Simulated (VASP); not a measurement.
Runs of VASP 6.6.1 on Se. The structure is that of space group Fd-3m (No. 227), or close to it. The cells are those of the table. This isn't the form of Se at room conditions, which is trigonal, of chains.

```tsv
task	spin	cell	k mesh	cutoff (eV)	gap on the mesh (eV)	pressure (GPa)
single point	off	a = 4.475 Å, angles 60.0°, 2 atoms	10 × 10 × 10	520	none	-3.0
single point	off	a = 4.362 Å, angles 60.0°, 2 atoms	9 × 9 × 9	520	none	(c)
single point	off	a = 4.303 Å, angles 60.0°, 2 atoms	10 × 10 × 10	520	none	(a)
single point	off	a = 4.180 Å, angles 60.0°, 2 atoms	10 × 10 × 10	520	none	8.1
single point	off	a = 4.419 Å, angles 60.0°, 2 atoms	10 × 10 × 10	520	none	-1.6
single point	non-collinear, zero start, SOC	a = 4.362 Å, angles 60.0°, 2 atoms	9 × 9 × 9	520	-	(b)
single point	off	a = 4.362 Å, angles 60.0°, 2 atoms	15 × 15 × 15	520	none	0.1
single point	off	a = 4.362 Å, angles 60.0°, 2 atoms	10 × 10 × 10	520	none	0.1
single point	off	a = 4.529 Å, angles 60.0°, 2 atoms	10 × 10 × 10	520	none	-4.2
single point	off	a = 4.242 Å, angles 60.0°, 2 atoms	10 × 10 × 10	520	none	4.9
relaxation of cell and atoms	off	relaxed from a = 4.367 Å, angles 60.0°, 2 atoms	9 × 9 × 9	600	none	0.0
```

Alike in all rows: level LDA; potentials or basis VASP PAW LDA potentials, release 64 (Se); smearing fermi-dirac 0.1 eV.

Problem. Estimate the missing entries.

Solution. (a) 2.3; (b) 0.3; (c) 0.2.

Caveats: the cell stands under tension (at least some runs); the cell stands under pressure (at least some runs); the relaxation stopped at its first step, so nothing moved (at least some runs).

A k mesh can miss the band edges, and rows without SOC leave out spin-orbit coupling on Se.

A gap of «none» marks levels without a gap at the run's occupations.
